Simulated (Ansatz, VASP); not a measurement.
## ZnCu: VASP beside Ansatz

POSCAR

```
ZnCu
1.0
    1.4880400000     -2.1212800000      0.0000000000
    1.4880400000      2.1212800000      0.0000000000
    0.0000000000      0.0000000000      4.1407500000
Zn Cu
1 1
Direct
    0.5000000000      0.5000000000      0.5060375536
    0.0000000000      0.0000000000      0.0000000000
```

The input INCAR.step1:

```
PREC     = Accurate       # precision mode
ENCUT    = 520            # plane-wave cutoff, eV
ISMEAR   = -1             # smearing method
SIGMA    = 0.1            # smearing width, eV
LREAL    = False          # projectors in reciprocal space
LASPH    = True           # aspherical terms in the spheres
NELM     = 80             # most SCF steps
NBANDS   = 18             # bands
GGA      = PE             # functional
ALGO     = Normal         # electronic algorithm
EDIFF    = 1E-4           # SCF threshold, eV
LWAVE    = True           # write WAVECAR
LCHARG   = False          # write CHGCAR
```

The input INCAR.step2:

```
PREC     = Accurate       # precision mode
ENCUT    = 520            # plane-wave cutoff, eV
EDIFF    = 1E-6           # SCF threshold, eV
ISMEAR   = -1             # smearing method
SIGMA    = 0.1            # smearing width, eV
LREAL    = False          # projectors in reciprocal space
LASPH    = True           # aspherical terms in the spheres
NELM     = 80             # most SCF steps
ALGO     = Normal         # electronic algorithm
ISIF     = 2              # what is computed and relaxed
LWAVE    = False          # write WAVECAR
LCHARG   = False          # write CHGCAR
METAGGA  = R2SCAN         # meta-GGA
LMIXTAU  = True         
NBANDS   = 18             # bands
ISTART   = 1
```

Contents of KPOINTS:

```
Automatic mesh
0
Gamma
  11 11 7
```

Input for Ansatz:

```yaml
crystal:
  lattice:
    - [1.48804, -2.12128, 0.0]
    - [1.48804, 2.12128, 0.0]
    - [0.0, 0.0, 4.14075]
  atoms:
    - { symbol: Zn, position: [0.5, 0.5, 0.5060375535832881] }
    - { symbol: Cu, position: [0.0, 0.0, 0.0] }
kpoints:
  mp_grid:
    grid: [11, 11, 7]
hamiltonian:
  xc: r2scan
  pseudopotentials:
    kind: paw
scf:
  occupations:
    method: fermi_dirac
    width: 0.1
output:
  forces: true
```

Alike in both runs: task single point; functional r2SCAN; k mesh 11 × 11 × 7; occupations fermi-dirac, width 0.1 eV; no spin polarisation.

|  | VASP | Ansatz |
| --- | --- | --- |
| version | VASP 6.6.1 | Ansatz 0.2.0 |
| potentials or method | VASP PAW PBE potentials, release 64 (Zn, Cu) | plane waves, PAW |
| plane-wave cutoff (eV) | 520 | 500 |
| valence electrons in the cell | 23 | 31 |

Ansatz gave:

- rms of the force components (eV/Å): 0.077

What did VASP give for the same quantities?

rms of the force components (eV/Å): 0.081.

VASP's potentials were made for PBE, not for r2SCAN. Atom by atom the forces differ by 0.004 eV/Å (rms over components). With one functional, cell and mesh, what is left measures potentials, basis and numerics. VASP's potentials hold 23 valence electrons a cell and Ansatz's 31, so a difference there can come from the potentials and not from the codes.
